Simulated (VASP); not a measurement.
A run of VASP 6.6.1 is set up as follows.

File INCAR:

```
ALGO = Normal
EDIFF = 1E-7
ENCUT = 520
GGA = PE
ISIF = 2
ISMEAR = 0
LASPH = T
LCHARG = F
LREAL = F
LWAVE = F
NBANDS = 11
NELM = 80
PREC = Accurate
SIGMA = 0.15
```

The input KPOINTS:

```
k-points
0
Gamma
  20 20 20
```

POSCAR

```
Pt
1.0
   -0.2977447067      1.8360923581      1.8360923581
    1.8360923581     -0.2977447067      1.8360923581
    1.8360923581      1.8360923581     -0.2977447067
Pt
1
Direct
    0.0000000000      0.0000000000      0.0000000000
```

Potentials or basis: VASP PAW PBE potentials, release 64 (Pt).

Run with:

```console
$ cat potpaw_PBE.64/Pt/POTCAR > POTCAR
$ mpirun -np 1 vasp_std > vasp.out
```

Predict the pressure.

17.7 GPa.

Estimate the band gap on the k mesh.

zero (bands 5 and 6 overlap by 3.60 eV).

Stress tensor (GPa, compression positive):
```
17.73 11.23 11.23
11.23 17.73 11.23
11.23 11.23 17.73
```

Caveat: the cell stands under pressure; spin-orbit coupling is left out, which moves the levels of the heavy elements.
